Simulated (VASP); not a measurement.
# Be3CdSe4 (P-4m2) in VASP: single point with PBE

Aim: the single point of Be3CdSe4 with PBE.

Everything below comes from runs of VASP 6.6.1. Logs are shortened: lines on timing, memory, paths and dates and some standing lists are left out, and cuts for length are marked.

### Step 1. The cell of the first run

It takes space group P-4m2 (No. 115, tetragonal). The conventional cell has a = 3.785 Å, b = 3.785 Å, c = 11.166 Å, α = 90.00°, β = 90.00°, γ = 90.00°. Within 3.0 Å of Be (site symmetry 2mm) lie 4 Se at 2.26 to 2.28 Å. Be (site symmetry -4m2) has 4 Se at 2.27 Å within 3.0 Å. Cd (site symmetry -4m2) has 4 Se at 2.63 Å within 3.5 Å. Within 3.0 Å of Se (site symmetry 2mm) lie 4 Be at 2.27 to 2.28 Å. Within 3.0 Å of Se (site symmetry 2mm) lie 2 Be at 2.26 Å and 2 Cd at 2.63 Å.

### Step 2. Single point, PBE

File INCAR:

```
ALGO = Normal
EDIFF = 1E-6
ENCUT = 520
GGA = PE
ISIF = 2
ISMEAR = 0
LASPH = T
LCHARG = F
LREAL = F
LWAVE = F
NBANDS = 31
NELM = 80
PREC = Accurate
SIGMA = 0.02
```

File KPOINTS:

```
k-points
0
Gamma
  8 8 4
```

File POSCAR:

```
Be3CdSe4
1.0
    3.7853647692      0.0000000000      0.0000000000
    0.0000000000      3.7853647692      0.0000000000
    0.0000000000      0.0000000000     11.1659058749
Be Cd Se
3 1 4
Direct
    0.5000000000      0.5000000000      0.2736298022
    0.5000000000      0.5000000000      0.7263701978
    0.0000000000      0.0000000000      0.5000000000
    0.0000000000      0.0000000000      0.0000000000
    0.5000000000      0.0000000000      0.3871384408
    0.0000000000      0.5000000000      0.6128615592
    0.5000000000      0.0000000000      0.8362657596
    0.0000000000      0.5000000000      0.1637342404
```

Potentials or basis: VASP PAW PBE potentials, release 64 (Be, Cd, Se).

On the command line:

```bash
$ cat potpaw_PBE.64/Be/POTCAR potpaw_PBE.64/Cd/POTCAR potpaw_PBE.64/Se/POTCAR > POTCAR
$ mpirun -np 1 vasp_std > vasp.out
```

OUTCAR:

```text
EDIFF = 1E-6
   ENCUT = 520
   GGA = PE
   ISIF = 2
   ISMEAR = 0
   LASPH = T
   LREAL = F
   NELM = 80
   PREC = Accurate

 ion  position               nearest neighbor table
   1  0.500  0.500  0.274-   8 2.26   8 2.26   5 2.28   5 2.28
   2  0.500  0.500  0.726-   7 2.26   7 2.26   6 2.28   6 2.28
   3  0.000  0.000  0.500-   5 2.27   6 2.27   6 2.27   5 2.27
   4  0.000  0.000  0.000-   7 2.63   8 2.63   8 2.63   7 2.63
   5  0.500  0.000  0.387-   3 2.27   3 2.27   1 2.28   1 2.28
   6  0.000  0.500  0.613-   3 2.27   3 2.27   2 2.28   2 2.28
   7  0.500  0.000  0.836-   2 2.26   2 2.26   4 2.63   4 2.63
   8  0.000  0.500  0.164-   1 2.26   1 2.26   4 2.63   4 2.63

  LATTYP: Found a simple tetragonal cell.
 ALAT       =     3.7853647692
 C/A-ratio  =     2.9497569074

  Lattice vectors:

 A1 = (   3.7853647692,   0.0000000000,   0.0000000000)
 A2 = (   0.0000000000,   3.7853647692,   0.0000000000)
 A3 = (   0.0000000000,   0.0000000000,  11.1659058749)

Analysis of symmetry for initial positions (statically):
=====================================================================
 Subroutine PRICEL returns:
 Original cell was already a primitive cell.

 Routine SETGRP: Setting up the symmetry group for a
 simple tetragonal supercell.

 Subroutine GETGRP returns: Found  8 space group operations
 (whereof  8 operations were pure point group operations)
 out of a pool of 16 trial point group operations.

The static configuration has the point symmetry D_2d.

Analysis of symmetry for dynamics (positions and initial velocities):
=====================================================================
 Subroutine PRICEL returns:
 Original cell was already a primitive cell.

 Routine SETGRP: Setting up the symmetry group for a
 simple tetragonal supercell.

 Subroutine GETGRP returns: Found  8 space group operations
 (whereof  8 operations were pure point group operations)
 out of a pool of 16 trial point group operations.

The dynamic configuration has the point symmetry D_2d.

 Subroutine INISYM returns: Found  8 space group operations
 (whereof  8 operations are pure point group operations),
 and found     1 'primitive' translations

----------------------------------------------------------------------------------------

                                     Primitive cell

  volume of cell :     159.9961

  direct lattice vectors                    reciprocal lattice vectors
     3.785364769  0.000000000  0.000000000     0.264175333  0.000000000  0.000000000
     0.000000000  3.785364769  0.000000000     0.000000000  0.264175333  0.000000000
     0.000000000  0.000000000 11.165905875     0.000000000  0.000000000  0.089558340

  length of vectors
     3.785364769  3.785364769 11.165905875     0.264175333  0.264175333  0.089558340

  position of ions in fractional coordinates (direct lattice)
     0.500000000  0.500000000  0.273629802
     0.500000000  0.500000000  0.726370198
     0.000000000  0.000000000  0.500000000
     0.000000000  0.000000000  0.000000000
     0.500000000  0.000000000  0.387138441
     0.000000000  0.500000000  0.612861559
     0.500000000  0.000000000  0.836265760
     0.000000000  0.500000000  0.163734240

  ion indices of the primitive-cell ions
   primitive index   ion index
                 1           1
                 2           2
                 3           3
                 4           4
                 5           5
                 6           6
                 7           7
                 8           8

----------------------------------------------------------------------------------------

 KPOINTS: k-points

Automatic generation of k-mesh.
 Grid dimensions read from file:
 generate k-points for:    8    8    4

 Generating k-lattice:

  Cartesian coordinates                     Fractional coordinates (reciprocal lattice)
     0.033021917  0.000000000  0.000000000     0.125000000  0.000000000  0.000000000
     0.000000000  0.033021917  0.000000000     0.000000000  0.125000000  0.000000000
     0.000000000  0.000000000  0.022389585     0.000000000  0.000000000  0.250000000

  Length of vectors
     0.033021917  0.033021917  0.022389585

  Shift w.r.t. Gamma in fractional coordinates (k-lattice)
     0.000000000  0.000000000  0.000000000

 Subroutine IBZKPT returns following result:
 ===========================================

 Found     45 irreducible k-points:

 Following reciprocal coordinates:
            Coordinates               Weight
  0.000000  0.000000  0.000000      1.000000
  0.125000  0.000000  0.000000      4.000000
  0.250000  0.000000  0.000000      4.000000
  0.375000  0.000000  0.000000      4.000000
  0.500000  0.000000  0.000000      2.000000
  0.125000  0.125000  0.000000      4.000000
[... 16 lines left out ...]
  0.375000  0.125000  0.250000     16.000000
  0.500000  0.125000  0.250000      8.000000
 [... further k-points ...]
   k-points           NKPTS =     45   k-points in BZ     NKDIM =     45   number of bands    NBANDS=     31
   number of dos      NEDOS =    301   number of ions     NIONS =      8
   total plane-waves  NPLWV =  65856
   dimension x,y,z NGX =    28 NGY =   28 NGZ =   84
   dimension x,y,z NGXF=    56 NGYF=   56 NGZF=  168
   ions per type =               3   1   4
   NGX,Y,Z   is equivalent  to a cutoff of  12.30, 12.30, 12.51 a.u.
   NGXF,Y,Z  is equivalent  to a cutoff of  24.59, 24.59, 25.01 a.u.
 SYSTEM =  unknown system
   PREC   = accura    normal or accurate (medium, high low for compatibility)
   ISTART =      0    job   : 0-new  1-cont  2-samecut
   ICHARG =      2    charge: 1-file 2-atom 10-const
   ISPIN  =      1    spin polarized calculation?
   LNONCOLLINEAR =      F non collinear calculations
   LSORBIT =      F    spin-orbit coupling
   LASPH  =      T    aspherical Exc in radial PAW
   ENCUT  =  520.0 eV  38.22 Ry    6.18 a.u.   7.04  7.04 20.76*2*pi/ulx,y,z
   NELM   =     80;   NELMIN=  2; NELMDL= -5     # of ELM steps
   EDIFF  = 0.1E-05   stopping-criterion for ELM
   LREAL  =      F    real-space projection
   EDIFFG = 0.1E-04   stopping-criterion for IOM
   NSW    =      0    number of steps for IOM
   IBRION =     -1    ionic relax: 0-MD 1-quasi-New 2-CG
   NFREE  =      0    steps in history (QN), initial steepest desc. (CG)
   ISIF   =      2    stress and relaxation
   ISYM   =      2    0-nonsym 1-usesym 2-fastsym
   POTIM  = 0.5000    time-step for ionic-motion
   TEBEG  =    0.0;   TEEND  =   0.0 temperature during run
   PSTRESS=    0.0 pullay stress
   NELECT =      42.0000    total number of electrons
   NUPDOWN=      -1.0000    fix difference up-down
   EMIN   =  10.00;   EMAX   =-10.00  energy-range for DOS
   EFERMI =   0.00;   METHOD = LEGACY
   ISMEAR =     0;   SIGMA  =   0.02  broadening in eV -4-tet -1-fermi 0-gaus
   EFERMI_NEDOS =   21; number of points for ismear=-14 and -15
   IALGO  =     38    algorithm
   IMIX   =      4    mixing-type and parameters
     AMIX     =   0.40;   BMIX     =  1.00
     AMIX_MAG =   1.60;   BMIX_MAG =  1.00
  volume/ion in A,a.u.               =      20.00       134.96
  Fermi-wavevector in a.u.,A,eV,Ry     =   1.048226  1.980859 14.949769  1.098777
  Thomas-Fermi vector in A             =   2.183138
   LORBIT       =      0    0 simple, 1 ext, 2 COOP (PROOUT), +10 PAW based schemes
   GGA     = PE    functional components
   LHFCALC =     F    Hartree Fock is set to
   AEXX    =    0.0000 exact exchange contribution
   IVDW    =     0    specifies the selected vdW correction
   LEPSILON=     F    determine dielectric tensor
   LRPA    =     F    only Hartree local field effects (RPA)
 non-spin polarized calculation
 Gauss-broadening in eV      SIGMA  =   0.02
  energy-cutoff  :      520.00
  volume of cell :      160.00
 maximum number of plane-waves:      4332
   NGX = 15   NGY = 15   NGZ = 41

 number of electron      41.9999995 magnetization

 Free energy of the ion-electron system (eV)
  ---------------------------------------------------
  ext. energy  EPLUGINS =         0.00000000
  ---------------------------------------------------
  free energy    TOTEN  =       -31.61525268 eV

  energy without entropy =      -31.61525268  energy(sigma->0) =      -31.61525268

 E-fermi :   2.7900     XC(G=0):  -9.2464

 val. band max:        2.6961708267   @ k =   0.0000   0.0000   0.0000
 cond. band min:       4.8686688378   @ k =   0.0000   0.0000   0.0000
 fundamental gap:      2.1724980111
 Fermi energy:         2.7899541651

 k-point     1 :       0.0000    0.0000    0.0000
  band No.  band energies     occupation
      1     -10.9176      2.00000
      2     -10.4288      2.00000
      3     -10.0561      2.00000
      4      -9.4347      2.00000
      5      -5.5127      2.00000
      6      -5.4123      2.00000
[... 23 lines left out ...]
     30       8.0604      0.00000
     31       8.1523      0.00000

 k-point     2 :       0.1250    0.0000    0.0000
  band No.  band energies     occupation
      1     -10.8315      2.00000
      2     -10.3663      2.00000
      3     -10.0116      2.00000
      4      -9.4360      2.00000
      5      -5.5001      2.00000
      6      -5.4082      2.00000
[... 23 lines left out ...]
     30       8.2850      0.00000
     31       8.6147      0.00000

 k-point     3 :       0.2500    0.0000    0.0000
  band No.  band energies     occupation
      1     -10.5892      2.00000
      2     -10.2006      2.00000
      3      -9.9069      2.00000
      4      -9.4696      2.00000
      5      -5.4949      2.00000
      6      -5.3983      2.00000
[... 703 lines left out ...]
     30       8.8553      0.00000
     31       9.4240      0.00000

 k-point    24 :       0.5000    0.1250    0.2500
  band No.  band energies     occupation
      1      -9.8613      2.00000
      2      -9.8142      2.00000
      3      -9.8015      2.00000
      4      -9.7746      2.00000
      5      -5.4429      2.00000
      6      -5.3772      2.00000
[... 23 lines left out ...]
     30       8.6283      0.00000
     31       9.4776      0.00000

 [... further k-points ...]

------------------------ aborting loop because EDIFF is reached ----------------------------------------

  FORCE on cell =-STRESS in cart. coord.  units (eV):
  Direction    XX          YY          ZZ          XY          YZ          ZX
  --------------------------------------------------------------------------------------
  -------------------------------------------------------------------------------------
  Total        0.1750669      0.1750669      0.2709338      0.0000000      0.0000000      0.0000000
  in kB        1.7530935      1.7530935      2.7130905      0.0000000      0.0000000      0.0000000
  external PRESSURE =       2.0730925 kB  Pullay stress =       0.0000000 kB

 VOLUME and BASIS-vectors are now :
 -----------------------------------------------------------------------------
  energy-cutoff  :      520.00
  volume of cell :      160.00
      direct lattice vectors                 reciprocal lattice vectors
     3.785364769  0.000000000  0.000000000     0.264175333  0.000000000  0.000000000
     0.000000000  3.785364769  0.000000000     0.000000000  0.264175333  0.000000000
     0.000000000  0.000000000 11.165905875     0.000000000  0.000000000  0.089558340

 POSITION                                       TOTAL-FORCE (eV/Angst)
 -----------------------------------------------------------------------------------
      1.89268      1.89268      3.05532         0.000000      0.000000     -0.003233
      1.89268      1.89268      8.11058         0.000000     -0.000000      0.003233
      0.00000      0.00000      5.58295         0.000000      0.000000      0.000000
      0.00000      0.00000      0.00000        -0.000000      0.000000      0.000000
      1.89268      0.00000      4.32275         0.000000      0.000000     -0.002576
      0.00000      1.89268      6.84315         0.000000     -0.000000      0.002576
      1.89268      0.00000      9.33766         0.000000      0.000000     -0.037001
      0.00000      1.89268      1.82824         0.000000     -0.000000      0.037001
 -----------------------------------------------------------------------------------
    total drift:                               -0.000000     -0.000000      0.000000

  FREE ENERGIE OF THE ION-ELECTRON SYSTEM (eV)
  ---------------------------------------------------
  free  energy   TOTEN  =       -31.6152526834 eV

  energy  without entropy=      -31.6152526834  energy(sigma->0) =      -31.61525268
```

Run time: 2.8 min. Hardware: 1 thread of Intel Xeon Platinum 8259CL at 2.50GHz (Skylake/Cascade Lake), shared host; peak memory 0.37 GiB.

What came out:

| Quantity | Value |
| --- | --- |
| Free energy | -31.6153 eV |
| Pressure | 0.2 GPa |
| Largest force | 0.037 eV/Å |
| Band gap on the k mesh | 2.17 eV, direct |

Forces in eV/Å, atoms in the order of the input:
```
Be   0.000  0.000 -0.003
Be   0.000  0.000  0.003
Be   0.000  0.000  0.000
Cd   0.000  0.000  0.000
Se   0.000  0.000 -0.003
Se   0.000  0.000  0.003
Se   0.000  0.000 -0.037
Se   0.000  0.000  0.037
```

A k mesh can miss the band edges. PBE gaps usually lie below the measured ones, often by a third to a half.
